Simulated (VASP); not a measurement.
# MgF2 (P4_2/mnm) in VASP: a series of runs

Runs on MgF2. Level: PBE+D3(BJ). Tasks: single point, relaxation of cell and atoms.

Everything below comes from runs of VASP 6.6.1. Logs are shortened: lines on timing, memory, paths and dates and some standing lists are left out, and cuts for length are marked.

## (1) The cell of the first run

Symmetry: P4_2/mnm, No. 136, tetragonal system. Conventional cell: a = 4.658 Å, b = 4.658 Å, c = 3.076 Å, α = 90.00°, β = 90.00°, γ = 90.00°. Mg (site symmetry mmm) has 6 F at 2.00 to 2.01 Å within 2.6 Å. F (site symmetry m2m) has 3 Mg at 2.00 to 2.01 Å and 1 F at 2.59 Å within 2.6 Å.

## (2) Single point, PBE+D3(BJ)

Contents of INCAR:

```
SYSTEM = MgF2
PREC = Accurate
ENCUT = 600
EDIFF = 1E-6
ISMEAR = 0
SIGMA = 0.02
LREAL = .FALSE.
LASPH = .TRUE.
NELM = 120
ALGO = Normal
ISIF = 2
LWAVE = .FALSE.
LCHARG = .FALSE.
GGA = PE
IVDW = 12
NBANDS = 25
GGA_COMPAT = .FALSE.
```

Contents of KPOINTS:

```
Automatic mesh
0
G
  6 6 8
  0 0 0
```

Contents of POSCAR:

```
MgF2
1.0
    4.6581773444      0.0000000000      0.0000000000
    0.0000000000      4.6581773444      0.0000000000
    0.0000000000      0.0000000000      3.0762336540
Mg F
2 4
Direct
    0.0000000000      0.0000000000      0.0000000000
    0.5000000000      0.5000000000      0.5000000000
    0.3031124907      0.3031124907      0.0000000000
    0.1968875093      0.8031124907      0.5000000000
    0.6968875093      0.6968875093      0.0000000000
    0.8031124907      0.1968875093      0.5000000000
```

Potentials or basis: VASP PAW PBE potentials, release 64 (Mg, F).

On the command line:

```bash
$ cat potpaw_PBE.64/Mg/POTCAR potpaw_PBE.64/F/POTCAR > POTCAR
$ mpirun -np 1 vasp_std > vasp.out
```

OUTCAR:

```text
SYSTEM = MgF2
   PREC = Accurate
   ENCUT = 600
   EDIFF = 1E-6
   ISMEAR = 0
   LREAL = .FALSE.
   LASPH = .TRUE.
   NELM = 120
   ISIF = 2
   GGA = PE
   IVDW = 12
 IVDW          = 12

 ion  position               nearest neighbor table
   1  0.000  0.000  0.000-   3 2.00   5 2.00   4 2.01   6 2.01   4 2.01   6 2.01   2 3.64   2 3.64
                             2 3.64   2 3.64   2 3.64   2 3.64   2 3.64   2 3.64
   2  0.500  0.500  0.500-   4 2.00   6 2.00   5 2.01   3 2.01   3 2.01   5 2.01   1 3.64   1 3.64
                             1 3.64   1 3.64   1 3.64   1 3.64   1 3.64   1 3.64
   3  0.303  0.303  0.000-   1 2.00   2 2.01   2 2.01
   4  0.197  0.803  0.500-   2 2.00   1 2.01   1 2.01
   5  0.697  0.697  0.000-   1 2.00   2 2.01   2 2.01
   6  0.803  0.197  0.500-   2 2.00   1 2.01   1 2.01

  LATTYP: Found a simple tetragonal cell.
 ALAT       =     4.6581773444
 C/A-ratio  =     0.6603942758

  Lattice vectors:

 A1 = (   4.6581773444,   0.0000000000,   0.0000000000)
 A2 = (   0.0000000000,   4.6581773444,   0.0000000000)
 A3 = (   0.0000000000,   0.0000000000,   3.0762336540)

Analysis of symmetry for initial positions (statically):
=====================================================================
 Subroutine PRICEL returns:
 Original cell was already a primitive cell.

 Routine SETGRP: Setting up the symmetry group for a
 simple tetragonal supercell.

 Subroutine GETGRP returns: Found 16 space group operations
 (whereof  8 operations were pure point group operations)
 out of a pool of 16 trial point group operations.

The static configuration has the point symmetry D_2h.
 The point group associated with its full space group is D_4h.

Analysis of symmetry for dynamics (positions and initial velocities):
=====================================================================
 Subroutine PRICEL returns:
 Original cell was already a primitive cell.

 Routine SETGRP: Setting up the symmetry group for a
 simple tetragonal supercell.

 Subroutine GETGRP returns: Found 16 space group operations
 (whereof  8 operations were pure point group operations)
 out of a pool of 16 trial point group operations.

The dynamic configuration has the point symmetry D_2h.
 The point group associated with its full space group is D_4h.

 Subroutine INISYM returns: Found 16 space group operations
 (whereof  8 operations are pure point group operations),
 and found     1 'primitive' translations

----------------------------------------------------------------------------------------

                                     Primitive cell

  volume of cell :      66.7500

  direct lattice vectors                    reciprocal lattice vectors
     4.658177344  0.000000000  0.000000000     0.214676241  0.000000000  0.000000000
     0.000000000  4.658177344  0.000000000     0.000000000  0.214676241  0.000000000
     0.000000000  0.000000000  3.076233654     0.000000000  0.000000000  0.325072837

  length of vectors
     4.658177344  4.658177344  3.076233654     0.214676241  0.214676241  0.325072837

  position of ions in fractional coordinates (direct lattice)
     0.000000000  0.000000000  0.000000000
     0.500000000  0.500000000  0.500000000
     0.303112491  0.303112491  0.000000000
     0.196887509  0.803112491  0.500000000
     0.696887509  0.696887509  0.000000000
     0.803112491  0.196887509  0.500000000

  ion indices of the primitive-cell ions
   primitive index   ion index
                 1           1
                 2           2
                 3           3
                 4           4
                 5           5
                 6           6

----------------------------------------------------------------------------------------

 KPOINTS: Automatic mesh

Automatic generation of k-mesh.
 Grid dimensions read from file:
 generate k-points for:    6    6    8

 Generating k-lattice:

  Cartesian coordinates                     Fractional coordinates (reciprocal lattice)
     0.035779373  0.000000000  0.000000000     0.166666667  0.000000000  0.000000000
     0.000000000  0.035779373  0.000000000     0.000000000  0.166666667  0.000000000
     0.000000000  0.000000000  0.040634105     0.000000000  0.000000000  0.125000000

  Length of vectors
     0.035779373  0.035779373  0.040634105

  Shift w.r.t. Gamma in fractional coordinates (k-lattice)
     0.000000000  0.000000000  0.000000000

 Subroutine IBZKPT returns following result:
 ===========================================

 Found     50 irreducible k-points:

 Following reciprocal coordinates:
            Coordinates               Weight
  0.000000  0.000000  0.000000      1.000000
  0.166667  0.000000  0.000000      4.000000
  0.333333  0.000000  0.000000      4.000000
  0.500000  0.000000  0.000000      2.000000
  0.166667  0.166667  0.000000      4.000000
  0.333333  0.166667  0.000000      8.000000
[... 16 lines left out ...]
  0.333333  0.000000  0.250000      8.000000
  0.500000  0.000000  0.250000      4.000000
 [... further k-points ...]
   k-points           NKPTS =     50   k-points in BZ     NKDIM =     50   number of bands    NBANDS=     25
   number of dos      NEDOS =    301   number of ions     NIONS =      6
   total plane-waves  NPLWV =  44800
   dimension x,y,z NGX =    40 NGY =   40 NGZ =   28
   dimension x,y,z NGXF=    80 NGYF=   80 NGZF=   56
   ions per type =               2   4
   NGX,Y,Z   is equivalent  to a cutoff of  14.28, 14.28, 15.13 a.u.
   NGXF,Y,Z  is equivalent  to a cutoff of  28.55, 28.55, 30.26 a.u.
 SYSTEM =  MgF2
   PREC   = accura    normal or accurate (medium, high low for compatibility)
   ISTART =      0    job   : 0-new  1-cont  2-samecut
   ICHARG =      2    charge: 1-file 2-atom 10-const
   ISPIN  =      1    spin polarized calculation?
   LNONCOLLINEAR =      F non collinear calculations
   LSORBIT =      F    spin-orbit coupling
   LASPH  =      T    aspherical Exc in radial PAW
   ENCUT  =  600.0 eV  44.10 Ry    6.64 a.u.   9.30  9.30  6.14*2*pi/ulx,y,z
   NELM   =    120;   NELMIN=  2; NELMDL= -5     # of ELM steps
   EDIFF  = 0.1E-05   stopping-criterion for ELM
   LREAL  =      F    real-space projection
[... 7 lines left out ...]
   TEBEG  =    0.0;   TEEND  =   0.0 temperature during run
   PSTRESS=    0.0 pullay stress
   NELECT =      32.0000    total number of electrons
   NUPDOWN=      -1.0000    fix difference up-down
   EMIN   =  10.00;   EMAX   =-10.00  energy-range for DOS
   EFERMI =   0.00;   METHOD = LEGACY
   ISMEAR =     0;   SIGMA  =   0.02  broadening in eV -4-tet -1-fermi 0-gaus
   EFERMI_NEDOS =   21; number of points for ismear=-14 and -15
   IALGO  =     38    algorithm
   IMIX   =      4    mixing-type and parameters
     AMIX     =   0.40;   BMIX     =  1.00
     AMIX_MAG =   1.60;   BMIX_MAG =  1.00
  volume/ion in A,a.u.               =      11.13        75.08
  Fermi-wavevector in a.u.,A,eV,Ry     =   1.281271  2.421251 22.336082  1.641656
  Thomas-Fermi vector in A             =   2.413651
   LORBIT       =      0    0 simple, 1 ext, 2 COOP (PROOUT), +10 PAW based schemes
   GGA     = PE    functional components
   LHFCALC =     F    Hartree Fock is set to
   AEXX    =    0.0000 exact exchange contribution
   IVDW    =    12    specifies the selected vdW correction
   LEPSILON=     F    determine dielectric tensor
   LRPA    =     F    only Hartree local field effects (RPA)
 non-spin polarized calculation
 Gauss-broadening in eV      SIGMA  =   0.02
  energy-cutoff  :      600.00
  volume of cell :       66.75
 maximum number of plane-waves:      2256
 NGX is ok and might be reduce to    40
   NGX = 19   NGY = 19   NGZ = 13

 number of electron      32.0000005 magnetization

 Free energy of the ion-electron system (eV)
  ---------------------------------------------------
  ext. energy  EPLUGINS =         0.00000000
  ---------------------------------------------------
  free energy    TOTEN  =       -31.54708443 eV

  energy without entropy =      -31.54708443  energy(sigma->0) =      -31.54708443

 E-fermi :  -1.1901     XC(G=0):  -9.6239

 val. band max:       -1.3460728497   @ k =   0.0000   0.0000   0.0000
 cond. band min:       5.5946879445   @ k =   0.0000   0.0000   0.0000
 fundamental gap:      6.9407607943
 Fermi energy:        -1.1901173671

 k-point     1 :       0.0000    0.0000    0.0000
  band No.  band energies     occupation
      1     -22.0111      2.00000
      2     -21.2491      2.00000
      3     -21.2491      2.00000
      4     -21.1622      2.00000
      5      -5.3362      2.00000
      6      -3.7537      2.00000
[... 17 lines left out ...]
     24      16.8873      0.00000
     25      16.8873      0.00000

 k-point     2 :       0.1667    0.0000    0.0000
  band No.  band energies     occupation
      1     -21.9687      2.00000
      2     -21.3319      2.00000
      3     -21.2372      2.00000
      4     -21.1391      2.00000
      5      -5.2355      2.00000
      6      -3.7297      2.00000
[... 17 lines left out ...]
     24      16.6321      0.00000
     25      17.0191      0.00000

 k-point     3 :       0.3333    0.0000    0.0000
  band No.  band energies     occupation
      1     -21.8500      2.00000
      2     -21.4932      2.00000
      3     -21.2060      2.00000
      4     -21.1388      2.00000
      5      -4.9674      2.00000
      6      -4.1756      2.00000
[... 17 lines left out ...]
     24      16.3356      0.00000
     25      16.8430      0.00000

 k-point     4 :       0.5000    0.0000    0.0000
  band No.  band energies     occupation
      1     -21.6794      2.00000
      2     -21.6794      2.00000
      3     -21.1673      2.00000
      4     -21.1673      2.00000
      5      -4.5992      2.00000
      6      -4.5992      2.00000
[... 17 lines left out ...]
     24      16.0308      0.00000
     25      16.9236      0.00000

 k-point     5 :       0.1667    0.1667    0.0000
  band No.  band energies     occupation
      1     -21.9283      2.00000
      2     -21.3580      2.00000
      3     -21.2616      2.00000
      4     -21.1342      2.00000
      5      -5.1414      2.00000
      6      -3.8518      2.00000
[... 17 lines left out ...]
     24      16.8192      0.00000
     25      16.8690      0.00000

 k-point     6 :       0.3333    0.1667    0.0000
  band No.  band energies     occupation
      1     -21.8157      2.00000
      2     -21.4848      2.00000
      3     -21.2407      2.00000
      4     -21.1514      2.00000
      5      -4.8924      2.00000
      6      -4.1834      2.00000
[... 17 lines left out ...]
     24      16.5681      0.00000
     25      16.8324      0.00000
[... 393 lines left out ...]
 k-point    21 :       0.0000    0.0000    0.2500
  band No.  band energies     occupation
      1     -21.8199      2.00000
      2     -21.2118      2.00000
      3     -21.2118      2.00000
      4     -21.2108      2.00000
      5      -4.9801      2.00000
      6      -3.6589      2.00000
[... 17 lines left out ...]
     24      16.2326      0.00000
     25      16.4815      0.00000

 k-point    22 :       0.1667    0.0000    0.2500
  band No.  band energies     occupation
      1     -21.7860      2.00000
      2     -21.2932      2.00000
      3     -21.2060      2.00000
      4     -21.1713      2.00000
      5      -4.9026      2.00000
      6      -3.7879      2.00000
[... 17 lines left out ...]
     24      15.9189      0.00000
     25      16.4302      0.00000

 k-point    23 :       0.3333    0.0000    0.2500
  band No.  band energies     occupation
      1     -21.6917      2.00000
      2     -21.4153      2.00000
      3     -21.1912      2.00000
      4     -21.1632      2.00000
      5      -4.6853      2.00000
      6      -4.0536      2.00000
[... 17 lines left out ...]
     24      15.1685      0.00000
     25      15.6320      0.00000

 k-point    24 :       0.5000    0.0000    0.2500
  band No.  band energies     occupation
      1     -21.5581      2.00000
      2     -21.5581      2.00000
      3     -21.1738      2.00000
      4     -21.1738      2.00000
      5      -4.3796      2.00000
      6      -4.3796      2.00000
[... 17 lines left out ...]
     24      14.6022      0.00000
     25      16.2188      0.00000

 [... further k-points ...]

------------------------ aborting loop because EDIFF is reached ----------------------------------------

 Edisp (eV)   -0.85944

 E8    (eV) :    -0.3140

  FORCE on cell =-STRESS in cart. coord.  units (eV):
  Direction    XX          YY          ZZ          XY          YZ          ZX
  --------------------------------------------------------------------------------------
  -------------------------------------------------------------------------------------
  Total      -0.41850    -0.41850    -0.46001    -0.00000     0.00000     0.00000
  in kB     -10.04518   -10.04518   -11.04148    -0.00000     0.00000     0.00000
  external pressure =      -10.38 kB  Pullay stress =        0.00 kB

 VOLUME and BASIS-vectors are now :
 -----------------------------------------------------------------------------
  energy-cutoff  :      600.00
  volume of cell :       66.75
      direct lattice vectors                 reciprocal lattice vectors
     4.658177344  0.000000000  0.000000000     0.214676241  0.000000000  0.000000000
     0.000000000  4.658177344  0.000000000     0.000000000  0.214676241  0.000000000
     0.000000000  0.000000000  3.076233654     0.000000000  0.000000000  0.325072837

 POSITION                                       TOTAL-FORCE (eV/Angst)
 -----------------------------------------------------------------------------------
      0.00000      0.00000      0.00000         0.000000      0.000000     -0.000000
      2.32909      2.32909      1.53812         0.000000      0.000000     -0.000000
      1.41195      1.41195      0.00000         0.000221      0.000221      0.000000
      0.91714      3.74104      1.53812        -0.000221      0.000221     -0.000000
      3.24623      3.24623      0.00000        -0.000221     -0.000221     -0.000000
      3.74104      0.91714      1.53812         0.000221     -0.000221     -0.000000
 -----------------------------------------------------------------------------------
    total drift:                               -0.000000      0.000000     -0.000000

  FREE ENERGIE OF THE ION-ELECTRON SYSTEM (eV)
  ---------------------------------------------------
  free  energy   TOTEN  =       -32.4065237921 eV

  energy  without entropy=      -32.4065237921  energy(sigma->0) =      -32.40652379
```

Run time: 2.6 min. Hardware: 1 thread of Oxide Virtual Turin-like, shared host; peak memory 0.22 GiB.

Results:

| Item | Value |
| --- | --- |
| Free energy | -32.4065 eV |
| Pressure | -1.0 GPa |
| Band gap on the k mesh | 6.94 eV |
| Dispersion energy per atom | -0.143 eV |

Levels at points of the mesh, in eV from the valence-band top:
```tsv
k point	band 13	band 14	band 15	band 16	band 17	band 18	band 19	band 20
(0.00, 0.00, 0.00)	-0.72	-0.32	-0.32	0.00	6.94	12.10	12.10	13.57
(0.50, 0.00, 0.00)	-0.96	-0.96	-0.37	-0.37	9.33	9.33	13.34	13.34
(0.50, 0.50, 0.00)	-0.93	-0.93	-0.74	-0.74	10.97	10.97	11.15	11.15
(0.00, 0.00, 0.50)	-1.11	-1.11	-0.83	-0.83	11.65	11.65	14.80	14.80
(0.50, 0.00, 0.50)	-0.71	-0.71	-0.64	-0.64	12.58	12.58	13.22	13.22
(0.50, 0.50, 0.50)	-0.59	-0.59	-0.47	-0.47	13.05	13.05	13.20	13.20
```

(Continued in part 2 of 2.)
